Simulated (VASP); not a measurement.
A run of VASP 6.6.1 is set up as follows.

File INCAR:

```
SYSTEM = Pb
PREC = Accurate
ENCUT = 520
EDIFF = 1E-7
ISMEAR = 0
SIGMA = 0.1
LREAL = .False.
LASPH = .True.
NELM = 100
ALGO = Fast
ISIF = 2
LWAVE = .False.
LCHARG = .True.
GGA = PE
LELF = .True.
LVHAR = .True.
NBANDS = 21
```

File KPOINTS:

```
regular mesh
0
Gamma
  14 14 8
  0 0 0
```

The input POSCAR:

```
Pb
1.0
    2.9306147273     -1.7988563325     -0.0594351493
    2.9306147273      1.7988563325     -0.0594351493
   -2.1595016938      0.0000000000      6.6314746236
Pb
2
Direct
    0.0873817914      0.0873817914      0.2695669359
    0.9126182086      0.9126182086      0.7304330641
```

Potentials or basis: VASP PAW PBE potentials, release 64 (Pb_d).

Launch:

```console
$ cat potpaw_PBE.64/Pb_d/POTCAR > POTCAR
$ mpirun -np 1 vasp_std > vasp.out
```

Problem. What does it give for the pressure?

Solution. -1.5 GPa.

Problem. Estimate the band gap on the k mesh.

Solution. Zero (bands 14 and 15 overlap by 5.92 eV).

Problem. What does it give for the largest force?

Solution. 0.131 eV/Å.

Forces on the atoms (eV/Å):
```
Pb  -0.009  0.000  0.131
Pb   0.009  0.000 -0.131
```

Caveat: the cell differs from its parent crystal (strained); spin-orbit coupling is left out, which moves the levels of the heavy elements.
